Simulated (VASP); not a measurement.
HfO2:

```
Hf O
1.0
     3.55802    0.00000    0.00000
     0.00000    3.55802    0.00000
     0.00000    0.00000    5.17186
Hf O
2 4
Cartesian
  0.0000 0.0000 0.0000
  1.7790 1.7790 2.5859
  0.0000 1.7790 1.0199
  1.7790 0.0000 1.5660
  1.7790 0.0000 4.1519
  0.0000 1.7790 3.6059
```

Base run:

```yaml
Program: VASP 6.6.1
Functional: revPBE
Potentials_or_basis: VASP PAW PBE potentials, release 64 (Hf_pv, O)
Cutoff: 520 eV
k_mesh: 8 × 8 × 5
Occupations: fermi-dirac, width 0.05 eV
Spin: no spin polarisation
```

Its results: band gap on the k mesh 4.81 eV (least direct gap 4.88 eV); pressure 10.2 GPa; largest force 0.116 eV/Å.

Task: The run is repeated on the same cell with these changes: functional from revPBE to BLYP. What comes out?

Result: Band gap on the k mesh 4.79 eV (least direct gap 4.85 eV); pressure 14.1 GPa; largest force 0.142 eV/Å.

Caveats: the cell stands under pressure; the PAW data sets were made with another functional, which shifts forces and pressure a little; spin-orbit coupling is left out, which moves the levels of the heavy elements; an odd mesh through Γ misses points on the zone boundary, where band edges can lie.
